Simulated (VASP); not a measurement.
# Zn2CdTe3 (P3m1) in VASP: notebook, part 2 of 2

VASP 6.6.1.

**3. Single point, PBE (volume scaled by 1.06, then relaxed in part)**

The input, INCAR:

```
ALGO     = Normal         # electronic algorithm
EDIFF    = 1E-6           # SCF threshold, eV
ENCUT    = 520            # plane-wave cutoff, eV
GGA      = PE             # functional
ISIF     = 2              # what is computed and relaxed
ISMEAR   = 0              # smearing method
LASPH    = T              # aspherical terms in the spheres
LCHARG   = T              # write CHGCAR
LELF     = T              # ELF
LREAL    = F              # projectors in reciprocal space
LVHAR    = T            
LWAVE    = F              # write WAVECAR
NBANDS   = 36             # bands
NELM     = 80             # most SCF steps
PREC     = Accurate       # precision mode
SIGMA    = 0.02           # smearing width, eV
```

The input, KPOINTS:

```
k-points
0
Gamma
  6 6 4
```

The input, POSCAR:

```
Zn2CdTe3
1.0
    4.5583969193      0.0000000000      0.0000000000
   -2.2791984597      3.9476875327      0.0000000000
    0.0000000000      0.0000000000     11.1996172212
Zn Cd Te
2 1 3
Direct
    0.3333333333      0.6666666667      0.6603168259
    0.6666666667      0.3333333333      0.3398615732
    0.0000000000      0.0000000000      0.9976775678
    0.0000000000      0.0000000000      0.7380875075
    0.3333333333      0.6666666667      0.4170225581
    0.6666666667      0.3333333333      0.0970339676
```

Potentials or basis: VASP PAW PBE potentials, release 64 (Zn, Cd, Te).

Run with:

```console
$ cat potpaw_PBE.64/Zn/POTCAR potpaw_PBE.64/Cd/POTCAR potpaw_PBE.64/Te/POTCAR > POTCAR
$ mpirun -np 1 vasp_std > vasp.out
```

OUTCAR:

```text
EDIFF = 1E-6
   ENCUT = 520
   GGA = PE
   ISIF = 2
   ISMEAR = 0
   LASPH = T
   LREAL = F
   NELM = 80
   PREC = Accurate

 ion  position               nearest neighbor table
   1  0.333  0.667  0.660-   5 2.72   4 2.77   4 2.77   4 2.77
   2  0.667  0.333  0.340-   6 2.72   5 2.77   5 2.77   5 2.77
   3  0.000  0.000  0.998-   6 2.86   6 2.86   6 2.86   4 2.91
   4  0.000  0.000  0.738-   1 2.77   1 2.77   1 2.77   3 2.91
   5  0.333  0.667  0.417-   1 2.72   2 2.77   2 2.77   2 2.77
   6  0.667  0.333  0.097-   2 2.72   3 2.86   3 2.86   3 2.86
[... 1141 lines left out ...]
  -------------------------------------------------------------------------------------
  Total       -2.4448200     -2.4448200     -2.4557063      0.0000000      0.0000000     -0.0000000
  in kB      -19.4356639    -19.4356639    -19.5222070      0.0000000      0.0000000     -0.0000000
  external PRESSURE =     -19.4645116 kB  Pullay stress =       0.0000000 kB

 VOLUME and BASIS-vectors are now :
 -----------------------------------------------------------------------------
  energy-cutoff  :      520.00
  volume of cell :      201.54
      direct lattice vectors                 reciprocal lattice vectors
     4.558396919  0.000000000  0.000000000     0.219375368  0.126656428  0.000000000
    -2.279198460  3.947687533  0.000000000     0.000000000  0.253312855  0.000000000
     0.000000000  0.000000000 11.199617221     0.000000000  0.000000000  0.089288766

 POSITION                                       TOTAL-FORCE (eV/Angst)
 -----------------------------------------------------------------------------------
     -0.00000      2.63179      7.39530         0.000000      0.000000      0.001709
      2.27920      1.31590      3.80632        -0.000000      0.000000     -0.002681
      0.00000      0.00000     11.17361        -0.000000      0.000000     -0.003161
      0.00000      0.00000      8.26630        -0.000000      0.000000     -0.004857
     -0.00000      2.63179      4.67049        -0.000000      0.000000      0.000742
      2.27920      1.31590      1.08674        -0.000000      0.000000      0.008248
 -----------------------------------------------------------------------------------
    total drift:                                0.000001     -0.000001     -0.000055

  FREE ENERGIE OF THE ION-ELECTRON SYSTEM (eV)
  ---------------------------------------------------
  free  energy   TOTEN  =       -15.0078777425 eV

  energy  without entropy=      -15.0078777425  energy(sigma->0) =      -15.00787774
```

OSZICAR:

```text
N       E                     dE             d eps       ncg     rms          rms(c)
DAV:   1     0.357197888093E+03    0.35720E+03   -0.23262E+04  1728   0.144E+03
DAV:   2     0.164292095348E+02   -0.34077E+03   -0.32870E+03  1748   0.334E+02
DAV:   3    -0.147953620827E+02   -0.31225E+02   -0.30926E+02  2044   0.105E+02
DAV:   4    -0.155948180420E+02   -0.79946E+00   -0.79804E+00  1976   0.155E+01
DAV:   5    -0.156153918499E+02   -0.20574E-01   -0.20573E-01  2300   0.222E+00    0.726E+00
DAV:   6    -0.150293035601E+02    0.58609E+00   -0.16026E+00  2252   0.174E+01    0.584E+00
DAV:   7    -0.150053009050E+02    0.24003E-01   -0.58746E-01  1892   0.441E+00    0.232E+00
DAV:   8    -0.150077058497E+02   -0.24049E-02   -0.24625E-02  1996   0.121E+00    0.730E-01
DAV:   9    -0.150075108448E+02    0.19500E-03   -0.28488E-03  1992   0.406E-01    0.346E-01
DAV:  10    -0.150077767748E+02   -0.26593E-03   -0.14108E-03  1936   0.315E-01    0.723E-02
DAV:  11    -0.150078353882E+02   -0.58613E-04   -0.16901E-04  2040   0.231E-01    0.266E-02
DAV:  12    -0.150078573828E+02   -0.21995E-04   -0.38968E-05  1928   0.939E-02    0.131E-02
DAV:  13    -0.150078757282E+02   -0.18345E-04   -0.25407E-05  1896   0.371E-02    0.385E-03
DAV:  14    -0.150078774210E+02   -0.16928E-05   -0.59403E-06  1840   0.416E-02    0.241E-03
DAV:  15    -0.150078777425E+02   -0.32148E-06   -0.58939E-07  1252   0.107E-02
   1 F= -.15007878E+02 E0= -.15007878E+02  d E =-.947579E-23
```

Run time: 6 min. Hardware: 1 thread of AMD EPYC 7R13, shared host; peak memory 0.39 GiB.

Results:

```yaml
Free_energy: -15.0079 eV
Pressure: -1.9 GPa
Largest_force: 0.008 eV/Å
Band_gap_on_the_k_mesh: 0.53 eV, direct
```

Forces in eV/Å, atoms in the order of the input:
```
Zn   0.000  0.000  0.002
Zn   0.000  0.000 -0.003
Cd   0.000  0.000 -0.003
Te   0.000  0.000 -0.005
Te   0.000  0.000  0.001
Te   0.000  0.000  0.008
```

Caveat: spin-orbit coupling is left out, which moves the levels of the heavy elements.

**4. Single point, PBE (volume scaled by 1.10, then relaxed in part)**

The input, INCAR:

```
ALGO     = Normal         # electronic algorithm
EDIFF    = 1E-6           # SCF threshold, eV
ENCUT    = 520            # plane-wave cutoff, eV
GGA      = PE             # functional
ISIF     = 2              # what is computed and relaxed
ISMEAR   = 0              # smearing method
LASPH    = True           # aspherical terms in the spheres
LCHARG   = False          # write CHGCAR
LREAL    = False          # projectors in reciprocal space
LWAVE    = False          # write WAVECAR
NBANDS   = 36             # bands
NELM     = 100            # most SCF steps
PREC     = Accurate       # precision mode
SIGMA    = 0.02           # smearing width, eV
```

KPOINTS is that of step 3.

The input, POSCAR:

```
Zn2CdTe3
1.0
    4.6171114073      0.0000000000      0.0000000000
   -2.3085557036      3.9985357708      0.0000000000
    0.0000000000      0.0000000000     11.3285302488
Zn Cd Te
2 1 3
Direct
    0.3333333333      0.6666666667      0.6601719944
    0.6666666667      0.3333333333      0.3393735162
    0.0000000000      0.0000000000      0.9984530451
    0.0000000000      0.0000000000      0.7384206870
    0.3333333333      0.6666666667      0.4170049763
    0.6666666667      0.3333333333      0.0965757811
```

Run with:

```console
$ cat potpaw_PBE.64/Zn/POTCAR potpaw_PBE.64/Cd/POTCAR potpaw_PBE.64/Te/POTCAR > POTCAR
$ mpirun -np 1 vasp_std > vasp.out
```

Wall time 5.4 min (1 thread of AMD EPYC 7R13, shared host); peak memory 0.4 GiB.

The run converged. Its results:

- Free energy: -14.8903 eV
- Pressure: -3.0 GPa
- Largest force: 0.009 eV/Å
- Band gap on the k mesh: 0.41 eV, direct

Forces on the atoms (eV/Å):
```
Zn   0.000  0.000  0.001
Zn   0.000  0.000 -0.002
Cd   0.000  0.000 -0.005
Te   0.000  0.000 -0.004
Te   0.000  0.000  0.002
Te   0.000  0.000  0.009
```

Levels at points of the mesh, in eV from the valence-band top:
```tsv
k point	band 25	band 26	band 27	band 28	band 29	band 30
(0.00, 0.00, 0.00)	-0.09	0.00	0.00	0.41	1.42	1.99
(0.50, 0.00, 0.00)	-1.51	-1.05	-0.86	2.31	2.41	2.55
(0.00, 0.00, 0.50)	-0.32	-0.11	-0.11	1.36	1.40	2.00
(0.50, 0.00, 0.50)	-1.34	-0.73	-0.66	1.54	2.47	2.88
```

Caveat: spin-orbit coupling is left out, which moves the levels of the heavy elements.

**5. The runs side by side**

| cell | gap on the mesh (eV) | pressure (GPa) | largest force (eV/Å) |
| --- | --- | --- | --- |
| a = 4.513, b = 4.513, c = 11.101 Å, angles 90.0, 90.0, 120.0°, 6 atoms | 0.61 | -1.0 | 0.01 |
| a = 4.558, b = 4.558, c = 11.200 Å, angles 90.0, 90.0, 120.0°, 6 atoms | 0.53 | -1.9 | 0.01 |
| a = 4.617, b = 4.617, c = 11.329 Å, angles 90.0, 90.0, 120.0°, 6 atoms | 0.41 | -3.0 | 0.01 |

Alike in all rows: task single point; level PBE; potentials or basis VASP PAW PBE potentials, release 64 (Zn, Cd, Te); no spin polarisation; k mesh 6 × 6 × 4; cutoff (eV) 520; smearing gaussian 0.02 eV.

Caveats: spin-orbit coupling is left out, which moves the levels of the heavy elements.

Absolute energies hang on the potentials; compare differences alone.
